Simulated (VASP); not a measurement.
A run of VASP 6.6.1 is set up as follows.

Contents of INCAR:

```
  ALGO = Normal
  EDIFF = 1E-7
  ENCUT = 520
  GGA = PE
  ISIF = 2
  ISMEAR = 0
  LASPH = True
  LCHARG = False
  LREAL = False
  LWAVE = False
  NBANDS = 11
  NELM = 80
  PREC = Accurate
  SIGMA = 0.01
```

The input KPOINTS:

```
k-points
0
Gamma
  5 5 5
```

File POSCAR:

```
SiC
1.0
    0.0000000000      2.1790000000      2.1790000000
    2.1790000000      0.0000000000      2.1790000000
    2.1790000000      2.1790000000      0.0000000000
Si C
1 1
Direct
    0.0000000000      0.0000000000      0.0000000000
    0.2500000000      0.2500000000      0.2500000000
```

Potentials or basis: VASP PAW PBE potentials, release 64 (Si, C).

The run is started by

```bash
$ cat potpaw_PBE.64/Si/POTCAR potpaw_PBE.64/C/POTCAR > POTCAR
$ mpirun -np 1 vasp_std > vasp.out
```

Question: Predict the pressure.

Answer: 3.3 GPa.

Question: Predict the band gap on the k mesh.

Answer: 1.81 eV, indirect (least direct gap 4.79 eV).

Caveat: the k points lie up to 0.50 Å⁻¹ apart. As with any semilocal functional, this PBE gap is likely too small.
